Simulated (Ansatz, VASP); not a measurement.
**Two plane-wave programs on HfN**

Contents of INCAR:

```
  ALGO = Normal
  EDIFF = 1E-6
  ENCUT = 520
  GGA = PE
  ISIF = 2
  ISMEAR = 0
  LASPH = True
  LCHARG = True
  LELF = True
  LREAL = False
  LVHAR = True
  LWAVE = False
  NBANDS = 14
  NELM = 60
  PREC = Accurate
  SIGMA = 0.15
```

KPOINTS

```
k-points
0
Gamma
  16 16 16
```

The input POSCAR:

```
HfN
1.0
    0.0000000000      2.2208341742      2.2738140414
    2.2738140414      0.0000000000      2.2738140414
    2.2738140414      2.2208341742      0.0000000000
Hf N
1 1
Direct
    0.0013390996     -0.0013390996      0.0013390996
    0.4829361596      0.5170638404      0.4829361596
```

Input for Ansatz:

```yaml
crystal:
  lattice:
    - [0.0, 2.2208341742, 2.2738140414]
    - [2.2738140414, 0.0, 2.2738140414]
    - [2.2738140414, 2.2208341742, 0.0]
  atoms:
    - { symbol: Hf, position: [0.0013390996, -0.0013390996, 0.0013390996] }
    - { symbol: "N", position: [0.4829361596, 0.5170638404, 0.4829361596] }
basis:
  ecutwfc: 520.0
kpoints:
  mp_grid: { grid: [16, 16, 16] }
hamiltonian:
  xc: pbe
  pseudopotentials: { kind: paw, azcp: { folder: soft_1 } }
scf:
  occupations: { method: gaussian, width: 0.15 }
output:
  forces: true
  stress: true
  eigenvalues: true
```

Change from the starting cell: mode 5 frozen in at -0.078 Å, normal strain along y -0.0233.

Alike in both runs: task single point; functional PBE; k mesh 16 × 16 × 16; occupations gaussian, width 0.15 eV; no spin polarisation.

|  | VASP | Ansatz |
| --- | --- | --- |
| version | VASP 6.6.1 | Ansatz 0.2.0 |
| potentials or method | VASP PAW PBE potentials, release 64 (Hf_pv, N), cutoff 520 eV | scalar-relativistic, plane waves, PAW |
| valence electrons in the cell | 15 | 31 |

```tsv
	VASP	Ansatz	Ansatz less VASP
gap on the k mesh at the Fermi level (eV)	none	none	-
pressure (GPa)	5.6	7.9	+2.35
traceless stress, the component that is largest in VASP (GPa)	10.21	10.29	+0.079
rms of the force components (eV/Å)	0.676	0.676	+0.0004
```

Atom by atom the forces differ by 0.000 eV/Å (rms over components). A gap of «none» marks a metal or a gap that the smearing closes. VASP's potentials hold 15 valence electrons a cell and Ansatz's 31, so a difference there can come from the potentials and not from the codes.

Neither program's run includes spin-orbit coupling.
